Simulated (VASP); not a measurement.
The system is Si.

```
Si
1.0
     2.53032    0.00000    0.00000
     0.00000    2.53032    0.00000
     0.00000    0.00000    2.53032
Si
1
Direct
  0.00000 0.00000 0.00000
```

Base run:

* Program: VASP 6.6.1
* Functional: PBE
* Potentials or basis: VASP PAW PBE potentials, release 64 (Si)
* Cutoff: 520 eV
* k mesh: 14 × 14 × 14
* Occupations: fermi-dirac, width 0.1 eV
* Spin: no spin polarisation

Its results: band gap on the k mesh zero (band 2 reaches 15.71 eV, above the bottom of band 3 at 5.39 eV); pressure 0.3 GPa.

Q: After a change of settings the same cell gave: band gap on the k mesh zero (band 2 reaches 16.46 eV, above the bottom of band 3 at 4.86 eV); pressure -2.3 GPa. Which change was it?
A. k mesh from 14 × 14 × 14 to 6 × 6 × 6; further incar settings from ALGO = Normal; EDIFF = 1e-06; NBANDS = 8 to ALGO = Normal; EDIFF = 1e-07; NBANDS = 8
B. functional from PBE to HSE06; k mesh from 14 × 14 × 14 to 6 × 6 × 6
C. k mesh from 14 × 14 × 14 to 20 × 20 × 20; further incar settings from ALGO = Normal; EDIFF = 1e-06; NBANDS = 8 to ALGO = Normal; EDIFF = 1e-07; NBANDS = 8

A: B.

Caveats: some runs use coarse meshes; the PAW data sets were made with another functional, which shifts forces and pressure a little (some runs).
